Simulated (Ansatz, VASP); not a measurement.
**One calculation of Co, two programs**

The input INCAR:

```
SYSTEM = Co
PREC = Accurate ; ENCUT = 600
EDIFF = 1E-7 ; ISMEAR = -1
SIGMA = 0.05 ; LREAL = .False.
LASPH = .True. ; NELM = 150
ALGO = Fast ; ISIF = 3
LWAVE = .False. ; LCHARG = .False.
ISPIN = 2 ; MAGMOM = 2 2
LORBIT = 11 ; LMAXMIX = 4
GGA = PE ; IVDW = 12
IBRION = 2 ; NSW = 60
EDIFFG = -0.01
```

KPOINTS

```
regular mesh
0
Gamma
  12 12 7
  0 0 0
```

POSCAR

```
Co
1.0
    2.4719999032      0.0000000000      0.0000000000
   -1.2359999516      2.1408147143      0.0000000000
    0.0000000000      0.0000000000      4.0211440800
Co
2
Direct
    0.6666666667      0.3333333333      0.7500000000
    0.3333333333      0.6666666667      0.2500000000
```

File input.yaml:

```yaml
crystal:
  lattice:
    - [2.4719999032, 0.0, 0.0]
    - [-1.2359999516, 2.1408147143, 0.0]
    - [0.0, 0.0, 4.02114408]
  atoms:
    - { symbol: Co, position: [0.6666666667, 0.3333333333, 0.75], spin: 2.0 }
    - { symbol: Co, position: [0.3333333333, 0.6666666667, 0.25], spin: 2.0 }
hamiltonian:
  xc: pbe
  pseudopotentials: { kind: paw }
  dispersion: d3bj
magnetization:
  spin_polarized: true
kpoints:
  mp_grid: { grid: [12, 12, 7] }
scf:
  occupations: { method: fermi_dirac, width: 0.05 }
output:
  forces: true
  stress: true
  write_density: true
  write_potential: true
  elf: true
  volumetric_format: npy
relax:
  f_tol: 0.01
  max_steps: 40
  cell: { stress_tol: 0.05 }
```

Alike in both runs: task relaxation of cell and atoms; functional PBE; dispersion D3(BJ); k mesh 12 × 12 × 7; occupations fermi-dirac, width 0.05 eV; collinear spin.

```csv
,VASP,Ansatz
version,VASP 6.6.1,Ansatz 0.2.0
potentials or method,"VASP PAW PBE potentials, release 64 (Co)",Ansatz PAW
plane-wave cutoff (eV),600,420
valence electrons in the cell,18,34
```

```tsv
	VASP	Ansatz	Ansatz less VASP
gap on the k mesh at the Fermi level, each at its own relaxed structure (eV)	none	none	-
net moment per atom (μB)	1.58	1.60	+0.012
size of the moment on the site where the two differ most (μB)	1.60	1.67	+0.072
relaxed volume (Å³/atom)	10.50	10.55	+0.049
relaxed cell length with the largest relative difference (Å)	3.981	3.988	+0.0071
```

Site moments also hang on the region over which each program counts them. A gap of «none» marks a metal or a gap that the smearing closes. VASP's potentials hold 18 valence electrons a cell and Ansatz's 34, so a difference there can come from the potentials and not from the codes.

Noted on Ansatz's run: the plane-wave basis is chosen anew once the cell has moved, so the energies of steps on either side of that aren't comparable.
